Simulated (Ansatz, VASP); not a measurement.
Ga4Sb3As in VASP and in Ansatz

```
CELL_PARAMETERS angstrom
-2.86612 2.86612 5.73225
2.86612 -2.86612 5.73225
2.86612 2.86612 -5.73225
ATOMIC_POSITIONS crystal
Ga 0.62500 0.62500 0.50000
Ga 0.12500 0.12500 0.50000
Ga 0.87500 0.37500 0.00000
Ga 0.37500 0.87500 0.00000
Sb 0.50000 0.50000 0.00000
Sb 0.75000 0.25000 0.50000
Sb 0.25000 0.75000 0.50000
As 0.00000 0.00000 0.00000
```

Alike in both runs: task relaxation of cell and atoms; functional PBE; k mesh 4 × 4 × 4; occupations gaussian, width 0.1 eV; no spin polarisation.

|  | VASP | Ansatz |
| --- | --- | --- |
| version | VASP 6.6.1 | Ansatz 0.2.0 |
| potentials or method | VASP PAW PBE potentials, release 64 (Ga_d, Sb, As), cutoff 600 eV | scalar-relativistic, plane waves, PAW |
| valence electrons in the cell | 72 | 112 |

```csv
,VASP,Ansatz,Ansatz less VASP
"gap on the k mesh at the Fermi level, each at its own relaxed structure (eV)",none,none,-
relaxed volume (Å³/atom),28.43,28.31,-0.118
relaxed length of the cell vector where the two differ most in proportion (Å),7.472,7.460,-0.0116
```

A gap of «none» marks a metal or a gap that the smearing closes. VASP's potentials hold 72 valence electrons a cell and Ansatz's 112, so a difference there can come from the potentials and not from the codes.

The k mesh is coarse, so the values compare programs but aren't converged. Spin-orbit coupling is off throughout. Noted on VASP's run: the volume moved by over 15 % at a fixed basis, so the end points are rough.
